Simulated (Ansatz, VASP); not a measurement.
**Pb in VASP and in Ansatz**

Contents of INCAR:

```
  PREC = Accurate
  ENCUT = 520
  EDIFF = 1E-6
  ISMEAR = 0
  SIGMA = 0.15
  LREAL = F
  LASPH = T
  NELM = 100
  ALGO = Fast
  ISIF = 2
  LWAVE = F
  LCHARG = T
  GGA = PE
  LELF = T
  LVHAR = T
  NBANDS = 13
```

The input KPOINTS:

```
regular mesh
0
Gamma
  16 16 16
```

POSCAR

```
Pb
1.0
    0.0000000000      2.5685920000      2.5685920000
    2.5685920000      0.0000000000      2.5685920000
    2.5685920000      2.5685920000      0.0000000000
Pb
1
Direct
    0.0000000000      0.0000000000      0.0000000000
```

Input for Ansatz:

```yaml
crystal:
  lattice:
    - [0.0, 2.568592, 2.568592]
    - [2.568592, 0.0, 2.568592]
    - [2.568592, 2.568592, 0.0]
  atoms:
    - { symbol: Pb, position: [0.0, 0.0, 0.0] }
basis:
  ecutwfc: 420
kpoints:
  mp_grid: { grid: [16, 16, 16] }
hamiltonian:
  xc: pbe
scf:
  occupations: { method: gaussian, width: 0.15 }
output:
  forces: true
  stress: true
  eigenvalues: true
```

Change from the starting cell: strain +0.040 along x and y, +0.040 along z, atoms carried along.

Alike in both runs: task single point; functional PBE; k mesh 16 × 16 × 16; occupations gaussian, width 0.15 eV; no spin polarisation.

```csv
,VASP,Ansatz
version,VASP 6.6.1,Ansatz 0.2.0
potentials or method,"VASP PAW PBE potentials, release 64 (Pb_d), cutoff 520 eV","scalar-relativistic, plane waves, PAW"
valence electrons in the cell,14,14
```

```tsv
	VASP	Ansatz	Ansatz less VASP
gap on the k mesh at the Fermi level (eV)	none	none	-
pressure (GPa)	-2.1	-2.1	0.00
```

A gap of «none» marks a metal or a gap that the smearing closes.

Neither program's run includes spin-orbit coupling.
